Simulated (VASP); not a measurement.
Here is a VASP 6.6.1 calculation.

Contents of INCAR:

```
ALGO     = Normal         # electronic algorithm
EDIFF    = 1E-6           # SCF threshold, eV
ENCUT    = 500            # plane-wave cutoff, eV
GGA      = PE             # functional
GGA_COMPAT= F            
ISIF     = 2              # what is computed and relaxed
ISMEAR   = 0              # smearing method
LASPH    = T              # aspherical terms in the spheres
LCHARG   = F              # write CHGCAR
LREAL    = F              # projectors in reciprocal space
LWAVE    = F              # write WAVECAR
NBANDS   = 23             # bands
NELM     = 120            # most SCF steps
PREC     = Accurate       # precision mode
SIGMA    = 0.5            # smearing width, eV
```

Contents of KPOINTS:

```
k-points
0
Gamma
  14 14 14
```

The input POSCAR:

```
RbBr3
1.0
   -2.2585671000      2.2585671000      6.4370042300
    2.2585671000     -2.2585671000      6.4370042300
    2.2585671000      2.2585671000     -6.4370042300
Rb Br
1 3
Direct
    0.0000000000      0.0000000000      0.0000000000
    0.7500000000      0.2500000000      0.5000000000
    0.2500000000      0.7500000000      0.5000000000
    0.5000000000      0.5000000000      0.0000000000
```

Potentials or basis: VASP PAW PBE potentials, release 64 (Rb_sv, Br).

Command:

```console
$ cat potpaw_PBE.64/Rb_sv/POTCAR potpaw_PBE.64/Br/POTCAR > POTCAR
$ mpirun -np 1 vasp_std > vasp.out
```

(1) Estimate the pressure.

(2) What does it give for the band gap on the k mesh?

Results:

(1) 1.2 GPa.

(2) zero (bands 15 and 16 overlap by 1.21 eV).

Caveat: so wide a smearing shifts energies and pressures.
